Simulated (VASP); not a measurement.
# ZrN (Fm-3m) in VASP: a series of runs, part 2 of 2

VASP 6.6.1. The steps go on from the part before.

## Step 3: Single point, LDA

Contents of INCAR:

```
SYSTEM = ZrN
ALGO     = Normal         ! electronic algorithm
EDIFF    = 1E-6           ! SCF threshold, eV
ENCUT    = 600            ! plane-wave cutoff, eV
GGA_COMPAT= .False.      
ISIF     = 2              ! what is computed and relaxed
ISMEAR   = 0              ! smearing method
LASPH    = .True.         ! aspherical terms in the spheres
LCHARG   = .True.         ! write CHGCAR
LELF     = .True.         ! ELF
LREAL    = .False.        ! projectors in reciprocal space
LVHAR    = .True.       
LWAVE    = .False.        ! write WAVECAR
NBANDS   = 16             ! bands
NELM     = 120            ! most SCF steps
PREC     = Accurate       ! precision mode
SIGMA    = 0.15           ! smearing width, eV
```

Contents of KPOINTS:

```
k-points
0
Gamma
  20 20 20
  0 0 0
```

Contents of POSCAR:

```
ZrN
1.0
    0.0000000000      2.2842300000      2.2842300000
    2.2842300000      0.0000000000      2.2842300000
    2.2842300000      2.2842300000      0.0000000000
Zr N
1 1
Direct
    0.0000000000      0.0000000000      0.0000000000
    0.5000000000      0.5000000000      0.5000000000
```

Potentials or basis: VASP PAW LDA potentials, release 64 (Zr_sv, N).

Started as:

```console
$ cat potpaw_LDA.64/Zr_sv/POTCAR potpaw_LDA.64/N/POTCAR > POTCAR
$ mpirun -np 1 vasp_std > vasp.out
```

OUTCAR:

```text
SYSTEM = ZrN
   EDIFF = 1E-6
   ENCUT = 600
   ISIF = 2
   ISMEAR = 0
   LASPH = .True.
   LREAL = .False.
   NELM = 120
   PREC = Accurate

 ion  position               nearest neighbor table
   1  0.000  0.000  0.000-   2 2.28   2 2.28   2 2.28   2 2.28   2 2.28   2 2.28
   2  0.500  0.500  0.500-   1 2.28   1 2.28   1 2.28   1 2.28   1 2.28   1 2.28

  LATTYP: Found a face centered cubic cell.
 ALAT       =     4.5684600000

  Lattice vectors:

 A1 = (   0.0000000000,   2.2842300000,   2.2842300000)
 A2 = (   2.2842300000,   0.0000000000,   2.2842300000)
 A3 = (   2.2842300000,   2.2842300000,   0.0000000000)

Analysis of symmetry for initial positions (statically):
=====================================================================
 Subroutine PRICEL returns:
 Original cell was already a primitive cell.

 Routine SETGRP: Setting up the symmetry group for a
 face centered cubic supercell.

 Subroutine GETGRP returns: Found 48 space group operations
 (whereof 48 operations were pure point group operations)
 out of a pool of 48 trial point group operations.

The static configuration has the point symmetry O_h .

Analysis of symmetry for dynamics (positions and initial velocities):
[... 162 lines left out ...]
 val. band max:       11.8629461705   @ k =  -0.3000   0.5000   0.2000
 cond. band min:      11.8881173220   @ k =  -0.1000   0.1000   0.0000
 fundamental gap:      0.0251711515
 Fermi energy:        11.8869962306

 k-point     1 :       0.0000    0.0000    0.0000
  band No.  band energies     occupation
      1     -37.3672      2.00000
      2     -15.1219      2.00000
      3     -15.1219      2.00000
      4     -15.1219      2.00000
      5      -4.2022      2.00000
      6       9.2284      2.00000
[... 433 lines left out ...]
      3     -15.2386      2.00000
      4     -15.1957      2.00000
      5      -2.3227      2.00000
      6       4.8488      2.00000
[... 8 lines left out ...]
     15      24.5013      0.00000
     16      25.5781      0.00000

 [... further k-points ...]

------------------------ aborting loop because EDIFF is reached ----------------------------------------

  FORCE on cell =-STRESS in cart. coord.  units (eV):
  Direction    XX          YY          ZZ          XY          YZ          ZX
  --------------------------------------------------------------------------------------
  -------------------------------------------------------------------------------------
  Total       -1.0485034     -1.0485034     -1.0485034     -0.0000000      0.0000000      0.0000000
  in kB      -70.4743293    -70.4743293    -70.4743293     -0.0000000      0.0000000      0.0000000
  external PRESSURE =     -70.4743293 kB  Pullay stress =       0.0000000 kB

 VOLUME and BASIS-vectors are now :
 -----------------------------------------------------------------------------
  energy-cutoff  :      600.00
  volume of cell :       23.84
      direct lattice vectors                 reciprocal lattice vectors
     0.000000000  2.284230000  2.284230000    -0.218892143  0.218892143  0.218892143
     2.284230000  0.000000000  2.284230000     0.218892143 -0.218892143  0.218892143
     2.284230000  2.284230000  0.000000000     0.218892143  0.218892143 -0.218892143

 POSITION                                       TOTAL-FORCE (eV/Angst)
 -----------------------------------------------------------------------------------
      0.00000      0.00000      0.00000        -0.000000     -0.000000     -0.000000
      2.28423      2.28423      2.28423         0.000000      0.000000      0.000000
 -----------------------------------------------------------------------------------
    total drift:                                0.000000      0.000000      0.000000

  FREE ENERGIE OF THE ION-ELECTRON SYSTEM (eV)
  ---------------------------------------------------
  free  energy   TOTEN  =       -22.4096006832 eV

  energy  without entropy=      -22.4019975263  energy(sigma->0) =      -22.40579910
```

Wall time 5 min (1 thread of AMD EPYC 7R13, shared host); peak memory 0.21 GiB.

Results:

```yaml
Free_energy: -22.4096 eV
Pressure: -7.0 GPa
```
